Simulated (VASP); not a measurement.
# Ta3N (P4/mmm) in VASP: a series of runs

The runs below take Ta3N through single point, with PBE.

Everything below comes from runs of VASP 6.6.1. Logs are shortened: lines on timing, memory, paths and dates and some standing lists are left out, and cuts for length are marked.

### Step 1. The cell of the first run

It takes space group P4/mmm (No. 123, tetragonal). The conventional cell has a = 2.897 Å, b = 2.897 Å, c = 8.586 Å, α = 90.00°, β = 90.00°, γ = 90.00°. Within 3.6 Å of Ta (site symmetry 4mm) lie 6 Ta at 2.68 to 2.95 Å and 4 N at 3.59 Å. Ta (site symmetry 4/mmm) has 4 N at 2.05 Å within 2.7 Å. Within 2.7 Å of N (site symmetry 4/mmm) lie 4 Ta at 2.05 Å.

The cell was built from a structure type or drawn by symmetry, and may not be a known phase.

### Step 2. Single point, PBE

INCAR reads:

```
  PREC = Accurate
  ENCUT = 520
  EDIFF = 1E-6
  ISMEAR = 0
  SIGMA = 0.1
  LREAL = False
  LASPH = True
  NELM = 100
  ALGO = Normal
  ISIF = 2
  LWAVE = False
  LCHARG = False
  GGA = PE
  NBANDS = 27
```

KPOINTS reads:

```
regular mesh
0
Gamma
  6 6 4
```

POSCAR reads:

```
Ta3N
1.0
    2.0483727144     -2.0483496442      0.0000000000
    2.0483727144      2.0483496442      0.0000000000
    0.0000000000      0.0000000000      8.5857480847
Ta N
3 1
Direct
    0.5000000000      0.5000000000      0.8436916001
    0.5000000000      0.5000000000      0.1563083999
    0.5000000000      0.5000000000      0.5000000000
    0.0000000000      0.0000000000      0.5000000000
```

Potentials or basis: VASP PAW PBE potentials, release 64 (Ta_pv, N).

Run with:

```console
cat potpaw_PBE.64/Ta_pv/POTCAR potpaw_PBE.64/N/POTCAR > POTCAR
mpirun -np 1 vasp_std > vasp.out
```

OUTCAR:

```text
PREC = Accurate
   ENCUT = 520
   EDIFF = 1E-6
   ISMEAR = 0
   LREAL = False
   LASPH = True
   NELM = 100
   ISIF = 2
   GGA = PE

 ion  position               nearest neighbor table
   1  0.500  0.500  0.844-   2 2.68   3 2.95
   2  0.500  0.500  0.156-   1 2.68   3 2.95
   3  0.500  0.500  0.500-   4 2.05   4 2.05   4 2.05   4 2.05   1 2.95   2 2.95
   4  0.000  0.000  0.500-   3 2.05   3 2.05   3 2.05   3 2.05

  LATTYP: Found a base centered orthorhombic cell.
 ALAT       =     4.0966992884
 B/A-ratio  =     1.0000112628
 C/A-ratio  =     2.0957721034

  Lattice vectors:

 A1 = (  -2.0483727144,  -2.0483496442,   0.0000000000)
 A2 = (   2.0483727144,  -2.0483496442,   0.0000000000)
 A3 = (   0.0000000000,   0.0000000000,   8.5857480847)

Analysis of symmetry for initial positions (statically):
=====================================================================
 Subroutine PRICEL returns:
 Original cell was already a primitive cell.

 Routine SETGRP: Setting up the symmetry group for a
 base centered orthorhombic supercell.

 Subroutine GETGRP returns: Found  8 space group operations
 (whereof  8 operations were pure point group operations)
 out of a pool of  8 trial point group operations.

The static configuration has the point symmetry D_2h.

Analysis of symmetry for dynamics (positions and initial velocities):
=====================================================================
 Subroutine PRICEL returns:
 Original cell was already a primitive cell.

 Routine SETGRP: Setting up the symmetry group for a
 base centered orthorhombic supercell.

 Subroutine GETGRP returns: Found  8 space group operations
 (whereof  8 operations were pure point group operations)
 out of a pool of  8 trial point group operations.

The dynamic configuration has the point symmetry D_2h.

 Subroutine INISYM returns: Found  8 space group operations
 (whereof  8 operations are pure point group operations),
 and found     1 'primitive' translations

----------------------------------------------------------------------------------------

                                     Primitive cell

  volume of cell :      72.0479

  direct lattice vectors                    reciprocal lattice vectors
     2.048372714 -2.048349644  0.000000000     0.244096202 -0.244098951  0.000000000
     2.048372714  2.048349644  0.000000000     0.244096202  0.244098951  0.000000000
     0.000000000  0.000000000  8.585748085     0.000000000  0.000000000  0.116472087

  length of vectors
     2.896820160  2.896820160  8.585748085     0.345206103  0.345206103  0.116472087

  position of ions in fractional coordinates (direct lattice)
     0.500000000  0.500000000  0.843691600
     0.500000000  0.500000000  0.156308400
     0.500000000  0.500000000  0.500000000
     0.000000000  0.000000000  0.500000000

  ion indices of the primitive-cell ions
   primitive index   ion index
                 1           1
                 2           2
                 3           3
                 4           4

----------------------------------------------------------------------------------------

 KPOINTS: regular mesh

Automatic generation of k-mesh.
 Grid dimensions read from file:
 generate k-points for:    6    6    4

 Generating k-lattice:

  Cartesian coordinates                     Fractional coordinates (reciprocal lattice)
     0.040682700 -0.040683159  0.000000000     0.166666667  0.000000000  0.000000000
     0.040682700  0.040683159  0.000000000     0.000000000  0.166666667  0.000000000
     0.000000000  0.000000000  0.029118022     0.000000000  0.000000000  0.250000000

  Length of vectors
     0.057534351  0.057534351  0.029118022

  Shift w.r.t. Gamma in fractional coordinates (k-lattice)
     0.000000000  0.000000000  0.000000000

 Subroutine IBZKPT returns following result:
 ===========================================

 Found     39 irreducible k-points:

 Following reciprocal coordinates:
            Coordinates               Weight
  0.000000  0.000000  0.000000      1.000000
  0.166667 -0.000000  0.000000      4.000000
  0.333333 -0.000000  0.000000      4.000000
  0.500000 -0.000000  0.000000      2.000000
  0.166667  0.166667  0.000000      2.000000
  0.333333  0.166667  0.000000      4.000000
[... 16 lines left out ...]
  0.333333  0.333333  0.250000      4.000000
  0.500000  0.333333  0.250000      8.000000
 [... further k-points ...]
   k-points           NKPTS =     39   k-points in BZ     NKDIM =     39   number of bands    NBANDS=     27
   number of dos      NEDOS =    301   number of ions     NIONS =      4
   total plane-waves  NPLWV =  36864
   dimension x,y,z NGX =    24 NGY =   24 NGZ =   64
   dimension x,y,z NGXF=    48 NGYF=   48 NGZF=  128
   ions per type =               3   1
   NGX,Y,Z   is equivalent  to a cutoff of  13.77, 13.77, 12.39 a.u.
   NGXF,Y,Z  is equivalent  to a cutoff of  27.55, 27.55, 24.78 a.u.
 SYSTEM =  unknown system
   PREC   = accura    normal or accurate (medium, high low for compatibility)
   ISTART =      0    job   : 0-new  1-cont  2-samecut
   ICHARG =      2    charge: 1-file 2-atom 10-const
   ISPIN  =      1    spin polarized calculation?
   LNONCOLLINEAR =      F non collinear calculations
   LSORBIT =      F    spin-orbit coupling
   LASPH  =      T    aspherical Exc in radial PAW
   ENCUT  =  520.0 eV  38.22 Ry    6.18 a.u.   5.39  5.39 15.96*2*pi/ulx,y,z
   NELM   =    100;   NELMIN=  2; NELMDL= -5     # of ELM steps
   EDIFF  = 0.1E-05   stopping-criterion for ELM
   LREAL  =      F    real-space projection
   EDIFFG = 0.1E-04   stopping-criterion for IOM
   NSW    =      0    number of steps for IOM
   IBRION =     -1    ionic relax: 0-MD 1-quasi-New 2-CG
   NFREE  =      0    steps in history (QN), initial steepest desc. (CG)
   ISIF   =      2    stress and relaxation
   ISYM   =      2    0-nonsym 1-usesym 2-fastsym
   POTIM  = 0.5000    time-step for ionic-motion
   TEBEG  =    0.0;   TEEND  =   0.0 temperature during run
   PSTRESS=    0.0 pullay stress
   NELECT =      38.0000    total number of electrons
   NUPDOWN=      -1.0000    fix difference up-down
   EMIN   =  10.00;   EMAX   =-10.00  energy-range for DOS
   EFERMI =   0.00;   METHOD = LEGACY
   ISMEAR =     0;   SIGMA  =   0.10  broadening in eV -4-tet -1-fermi 0-gaus
   EFERMI_NEDOS =   21; number of points for ismear=-14 and -15
   IALGO  =     38    algorithm
   IMIX   =      4    mixing-type and parameters
     AMIX     =   0.40;   BMIX     =  1.00
     AMIX_MAG =   1.60;   BMIX_MAG =  1.00
  volume/ion in A,a.u.               =      18.01       121.55
  Fermi-wavevector in a.u.,A,eV,Ry     =   1.322703  2.499546 23.803976  1.749543
  Thomas-Fermi vector in A             =   2.452365
   LORBIT       =      0    0 simple, 1 ext, 2 COOP (PROOUT), +10 PAW based schemes
   GGA     = PE    functional components
   LHFCALC =     F    Hartree Fock is set to
   AEXX    =    0.0000 exact exchange contribution
   IVDW    =     0    specifies the selected vdW correction
   LEPSILON=     F    determine dielectric tensor
   LRPA    =     F    only Hartree local field effects (RPA)
 non-spin polarized calculation
 Gauss-broadening in eV      SIGMA  =   0.10
  energy-cutoff  :      520.00
  volume of cell :       72.05
 maximum number of plane-waves:      1964
 NGX is ok and might be reduce to    24
   NGX = 11   NGY = 11   NGZ = 31

 number of electron      37.9999998 magnetization

 Free energy of the ion-electron system (eV)
  ---------------------------------------------------
  ext. energy  EPLUGINS =         0.00000000
  ---------------------------------------------------
  free energy    TOTEN  =       -41.80883898 eV

  energy without entropy =      -41.79089109  energy(sigma->0) =      -41.79986504

 E-fermi :   4.7241     XC(G=0): -11.5740

 val. band max:        4.7240084547   @ k =   0.5000   0.1667   0.2500
 cond. band min:       4.7851644334   @ k =  -0.3333   0.1667   0.0000
 fundamental gap:      0.0611559787
 Fermi energy:         4.7241414208

 k-point     1 :       0.0000    0.0000    0.0000
  band No.  band energies     occupation
      1     -30.2776      2.00000
      2     -30.0906      2.00000
      3     -30.0906      2.00000
      4     -29.9734      2.00000
      5     -29.2380      2.00000
      6     -29.1901      2.00000
[... 19 lines left out ...]
     26       7.5799      0.00000
     27       9.5467      0.00000

 k-point     2 :       0.1667   -0.0000    0.0000
  band No.  band energies     occupation
      1     -30.3332      2.00000
      2     -30.2549      2.00000
      3     -30.0593      2.00000
      4     -29.9521      2.00000
      5     -29.3729      2.00000
      6     -29.2998      2.00000
[... 19 lines left out ...]
     26       8.7730      0.00000
     27       9.0412      0.00000

 k-point     3 :       0.3333   -0.0000    0.0000
  band No.  band energies     occupation
      1     -30.7890      2.00000
      2     -30.2090      2.00000
      3     -29.9960      2.00000
      4     -29.9095      2.00000
      5     -29.7241      2.00000
      6     -29.6396      2.00000
[... 19 lines left out ...]
     26       7.4401      0.00000
     27       7.8475      0.00000

 k-point     4 :       0.5000   -0.0000    0.0000
  band No.  band energies     occupation
      1     -31.0043      2.00000
      2     -30.1857      2.00000
      3     -29.9640      2.00000
      4     -29.8932      2.00000
      5     -29.8879      2.00000
      6     -29.8035      2.00000
[... 19 lines left out ...]
     26       8.7950      0.00000
     27       8.9349      0.00000
[... 516 lines left out ...]
      4     -29.8710      2.00000
      5     -29.3626      2.00000
      6     -29.3495      2.00000
[... 19 lines left out ...]
     26       8.0077      0.00000
     27       8.1875      0.00000

 k-point    23 :       0.3333    0.3333    0.2500
  band No.  band energies     occupation
      1     -30.6685      2.00000
      2     -30.6271      2.00000
      3     -30.1815      2.00000
      4     -29.7925      2.00000
      5     -29.6689      2.00000
      6     -29.6568      2.00000
[... 19 lines left out ...]
     26       8.0734      0.00000
     27       8.3989      0.00000

 k-point    24 :       0.5000    0.3333    0.2500
  band No.  band energies     occupation
      1     -30.8508      2.00000
      2     -30.5995      2.00000
      3     -30.1600      2.00000
      4     -29.8277      2.00000
      5     -29.7727      2.00000
      6     -29.7407      2.00000
[... 19 lines left out ...]
     26       9.5268      0.00000
     27      10.0369      0.00000

 [... further k-points ...]

------------------------ aborting loop because EDIFF is reached ----------------------------------------

  FORCE on cell =-STRESS in cart. coord.  units (eV):
  Direction    XX          YY          ZZ          XY          YZ          ZX
  --------------------------------------------------------------------------------------
  -------------------------------------------------------------------------------------
  Total        0.0276978      0.0290417     -0.0080769      0.0000000      0.0000000      0.0000000
  in kB        0.6159355      0.6458192     -0.1796115      0.0000000      0.0000000      0.0000000
  external PRESSURE =       0.3607144 kB  Pullay stress =       0.0000000 kB

 VOLUME and BASIS-vectors are now :
 -----------------------------------------------------------------------------
  energy-cutoff  :      520.00
  volume of cell :       72.05
      direct lattice vectors                 reciprocal lattice vectors
     2.048372714 -2.048349644  0.000000000     0.244096202 -0.244098951  0.000000000
     2.048372714  2.048349644  0.000000000     0.244096202  0.244098951  0.000000000
     0.000000000  0.000000000  8.585748085     0.000000000  0.000000000  0.116472087

 POSITION                                       TOTAL-FORCE (eV/Angst)
 -----------------------------------------------------------------------------------
      2.04837      0.00000      7.24372        -0.000000     -0.000000      0.021714
      2.04837      0.00000      1.34202        -0.000000      0.000000     -0.021714
      2.04837      0.00000      4.29287         0.000000     -0.000000      0.000000
      0.00000      0.00000      4.29287        -0.000000      0.000000      0.000000
 -----------------------------------------------------------------------------------
    total drift:                               -0.000000     -0.000000     -0.000000

  FREE ENERGIE OF THE ION-ELECTRON SYSTEM (eV)
  ---------------------------------------------------
  free  energy   TOTEN  =       -41.8088389850 eV

  energy  without entropy=      -41.7908910883  energy(sigma->0) =      -41.79986504
```

Run time: 81 s. Hardware: 1 thread of Intel Xeon Platinum 8488C (Sapphire Rapids), shared host; peak memory 0.21 GiB.

What came out:

```yaml
Free_energy: -41.8088 eV
Pressure: 0.0 GPa
Largest_force: 0.022 eV/Å
Band_gap_on_the_k_mesh: zero (bands 19 and 20 overlap by 2.02 eV)
```

Forces in eV/Å, atoms in the order of the input:
```
Ta   0.000  0.000  0.022
Ta   0.000  0.000 -0.022
Ta   0.000  0.000  0.000
N    0.000  0.000  0.000
```

Caveat: the k points lie up to 0.36 Å⁻¹ apart, too coarse for converged energies and pressures of a metal; spin-orbit coupling is left out, which moves the levels of the heavy elements.

### Step 3. Single point, PBE

INCAR reads:

```
SYSTEM = Ta3N
  PREC = Accurate
  ENCUT = 520
  EDIFF = 1E-6
  ISMEAR = 0
  SIGMA = 0.1
  LREAL = .FALSE.
  LASPH = .TRUE.
  NELM = 60
  ALGO = Normal
  ISIF = 2
  LWAVE = .FALSE.
  LCHARG = .FALSE.
  GGA = PE
  NBANDS = 27
```

KPOINTS reads:

```
regular mesh
0
G
  16 16 6
  0 0 0
```

POSCAR reads:

```
Ta3N
1.0
    2.8950516122      0.0000000000      0.0000000000
    0.0000000000      2.8950516122      0.0000000000
    0.0000000000      0.0000000000      8.5879839173
Ta N
3 1
Direct
    0.5000000000      0.5000000000      0.8446594262
    0.5000000000      0.5000000000      0.1553405738
    0.5000000000      0.5000000000      0.5000000000
    0.0000000000      0.0000000000      0.5000000000
```

Potentials or basis: VASP PAW PBE potentials, release 64 (Ta_pv, N).

Run with:

```console
cat potpaw_PBE.64/Ta_pv/POTCAR potpaw_PBE.64/N/POTCAR > POTCAR
mpirun -np 1 vasp_std > vasp.out
```

Run time: 4.1 min. Hardware: 1 thread of Intel Xeon Platinum 8488C (Sapphire Rapids), shared host; peak memory 0.4 GiB.

The run converged. Its results:

- Free energy: -41.8258 eV
- Pressure: 0.2 GPa
- Largest force: 0.004 eV/Å
- Band gap on the k mesh: zero (bands 19 and 20 overlap by 2.09 eV)

Forces on the atoms (eV/Å):
```
Ta   0.000  0.000 -0.004
Ta   0.000  0.000  0.004
Ta   0.000  0.000  0.000
N    0.000  0.000  0.000
```

Stress tensor (GPa, compression positive):
```
 0.34  0.00  0.00
 0.00  0.34  0.00
 0.00  0.00 -0.02
```

Levels at points of the mesh, in eV from the Fermi level:
```csv
k point,band 17,band 18,band 19,band 20,band 21,band 22
"(0.00, 0.00, 0.00)",-2.44,-2.05,-1.48,-0.68,1.66,1.96
"(0.50, 0.00, 0.00)",-1.73,0.43,0.57,1.43,1.46,2.09
"(0.50, 0.50, 0.00)",-1.82,-1.66,-1.40,-1.40,2.42,2.42
"(0.00, 0.00, 0.50)",-2.27,-2.10,-1.51,-1.44,1.49,1.49
"(0.50, 0.00, 0.50)",-1.01,-1.00,-0.56,1.33,2.08,2.17
"(0.50, 0.50, 0.50)",-2.06,-0.56,-0.38,-0.26,-0.26,1.12
```

Caveat: spin-orbit coupling is left out, which moves the levels of the heavy elements.
